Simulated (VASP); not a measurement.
Here is a VASP 6.6.1 calculation.

The input INCAR:

```
SYSTEM = TiAl16N16
  PREC = Accurate
  ENCUT = 520
  EDIFF = 1E-6
  ISMEAR = -1
  SIGMA = 0.01
  LREAL = Auto
  LASPH = .TRUE.
  NELM = 120
  ALGO = Normal
  ISIF = 2
  LWAVE = .FALSE.
  LCHARG = .FALSE.
  GGA = PE
  NBANDS = 92
  NELECT = 138.0
  GGA_COMPAT = .FALSE.
```

Contents of KPOINTS:

```
Automatic mesh
0
G
  1 1 1
  0 0 0
```

POSCAR

```
TiAl16N16
1.0
    6.2595139100      0.0000000600      0.0000000000
   -3.1297570100      5.4208980300      0.0000000000
    0.0000000000      0.0000000000     10.0348065900
Al N Ti
16 16 1
Direct
    0.3712503891      0.1750765228      0.2548007256
    0.1683560973      0.3266270607      0.5138326239
    0.3293227541      0.1585514015      0.7602878971
    0.1720499416      0.3242091956      1.0059578039
    0.3842824996      0.6915302513      0.2567480476
    0.1496064002      0.8313825433      0.5141036804
    0.3246644598      0.6532864040      0.7466601307
    0.1863401454      0.8287112143      0.9899672615
    0.9506646200      0.4622114139      0.3374717758
    0.6446057911      0.3252750654      0.5213415877
    0.8369607669      0.1549757891      0.7408805475
    0.6726567797      0.2900063700      0.9874087668
    0.8275347813      0.6355411836      0.1471466327
    0.6415450845      0.8223546978      0.4909716950
    0.8282238390      0.6532672134      0.7492930663
    0.6640527187      0.8191013621      0.9686670005
    0.3257669740      0.1563121047      0.4487785549
    0.1964746759      0.3495878317      0.2137231028
    0.3412952700      0.1592719462      0.9526504486
    0.1720280666      0.3231612142      0.6976080642
    0.2813557576      0.6445328733      0.4437150791
    0.1587240222      0.8301194683      0.1934925185
    0.3302929457      0.6505499570      0.9349778609
    0.1592410751      0.8277942078      0.7042890101
    0.8389282854      0.1899100378      0.4605646316
    0.6989586522      0.3119352087      0.1930450759
    0.8499947683      0.1478402554      0.9296000791
    0.6606295862      0.3208968239      0.7075100986
    0.8251636790      0.6511587067      0.4437626137
    0.6667782969      0.8068390027      0.1514152751
    0.8382459593      0.6394768783      0.9540342322
    0.6575076326      0.8170168367      0.6873134961
   -0.1193308392      0.0166022321      0.2754618114
```

Potentials or basis: VASP PAW PBE potentials, release 64 (Al, N, Ti_sv).

Command:

```sh
$ cat potpaw_PBE.64/Al/POTCAR potpaw_PBE.64/N/POTCAR potpaw_PBE.64/Ti_sv/POTCAR > POTCAR
$ mpirun -np 1 vasp_gam > vasp.out
```

Question: Predict the largest force.

Answer: 0.068 eV/Å.

Forces in eV/Å, atoms in the order of the input:
```
Al  -0.007 -0.005  0.001
Al  -0.008 -0.007 -0.004
Al   0.002 -0.001  0.003
Al   0.003  0.005  0.001
Al  -0.004 -0.007 -0.002
Al   0.002 -0.004 -0.002
Al   0.001 -0.005 -0.005
Al  -0.006 -0.003  0.007
Al   0.011 -0.005 -0.002
Al   0.010 -0.001 -0.011
Al  -0.001  0.007 -0.001
Al   0.000  0.004  0.005
Al   0.000  0.003  0.004
Al   0.000  0.005  0.000
Al  -0.002 -0.003  0.004
Al  -0.005 -0.002  0.005
N    0.002  0.000  0.004
N    0.014  0.023 -0.013
N    0.001 -0.002 -0.001
N    0.000  0.001  0.001
N   -0.002  0.004  0.010
N    0.010  0.000 -0.002
N    0.003  0.002  0.000
N    0.001  0.000 -0.003
N   -0.008  0.001  0.016
N   -0.008 -0.001 -0.003
N    0.000 -0.002  0.001
N    0.001  0.000 -0.004
N   -0.004  0.004  0.003
N   -0.026 -0.030 -0.054
N   -0.003  0.002 -0.008
N   -0.003  0.001  0.005
Ti   0.028  0.016  0.046
```

Caveat: the k points lie up to 1.16 Å⁻¹ apart, too coarse for converged energies, forces and pressures; the cell carries a net charge on a neutralising background, which shifts energy and pressure.
